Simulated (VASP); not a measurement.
Wanted: the native input for a VASP 6.6.1 run.

* Task: single point
* Functional: HSE06
* Potentials or basis: VASP PAW PBE potentials, release 64 (C)
* Cutoff: 520 eV
* k mesh: 9 × 9 × 4
* Occupations: gaussian, width 0.01 eV
* Spin: no spin polarisation
* Dipole correction: no
* Grid for exact exchange (PRECFOCK): Normal
* Further INCAR settings: ALGO = Normal; EDIFF = 1e-07; NBANDS = 16
* Share of exact exchange: 0.25
* Screening parameter: 0.2079 1/Å

C:

```xyz
4
Lattice="2.5032 0.0000 0.0000 -1.2516 2.1678 0.0000 0.0000 0.0000 4.1272" Properties=species:S:1:pos:R:3 pbc="T T T"
C     0.0000    1.4452    0.0010
C     1.2516    0.7226    2.0646
C     0.0000    1.4452    1.5467
C     1.2516    0.7226    3.6103
```

This cell differs from its parent crystal: uniaxial z strain -1.0%.

One way to write it, as run:

POSCAR

```
C
1.0
    2.5031953718      0.0000000000      0.0000000000
   -1.2515976859      2.1678307826      0.0000000000
    0.0000000000      0.0000000000      4.1271805992
C
4
Direct
    0.3333333333      0.6666666667      0.0002398775
    0.6666666667      0.3333333333      0.5002398775
    0.3333333333      0.6666666667      0.3747601225
    0.6666666667      0.3333333333      0.8747601225
```

INCAR.step1

```
SYSTEM = C
PREC = Accurate
ENCUT = 520
EDIFF = 1E-5
ISMEAR = 0
SIGMA = 0.01
LREAL = .FALSE.
LASPH = .TRUE.
NELM = 80
ALGO = Normal
ISIF = 2
LWAVE = .TRUE.
GGA = PE
NBANDS = 16
```

INCAR.step2

```
SYSTEM = C
PREC = Accurate
ENCUT = 520
EDIFF = 1E-7
ISMEAR = 0
SIGMA = 0.01
LREAL = .FALSE.
LASPH = .TRUE.
NELM = 80
ALGO = Normal
ISIF = 2
LWAVE = .FALSE.
LCHARG = .TRUE.
GGA = PE
LHFCALC = .TRUE.
HFSCREEN = 0.2079
PRECFOCK = Normal
LELF = .TRUE.
LVHAR = .TRUE.
ISTART = 1
NBANDS = 16
```

KPOINTS

```
Automatic mesh
0
G
  9 9 4
  0 0 0
```

Potentials or basis: VASP PAW PBE potentials, release 64 (C).

Launch:

```console
$ cat potpaw_PBE.64/C/POTCAR > POTCAR
$ cp INCAR.step1 INCAR
$ mpirun -np 1 vasp_std > vasp.out
$ cp INCAR.step2 INCAR
$ mpirun -np 1 vasp_std > vasp.out
```

Results of the run:

```json
{"Pressure": "-0.1 GPa", "Largest force": "0.020 eV/Å", "Band gap on the k mesh": "4.33 eV (least direct gap 6.21 eV)"}
```

Caveat: the cell differs from its parent crystal (uniaxial z strain -1.0%); the stress differs along the axes, from -4 to 8 GPa; the PAW data sets were made with another functional, which shifts forces and pressure a little.

Wall time 30 min on 1 thread of Intel(R) Xeon(R) Platinum 8488C (Sapphire Rapids), with other jobs on the host, peak memory 0.24 GiB.
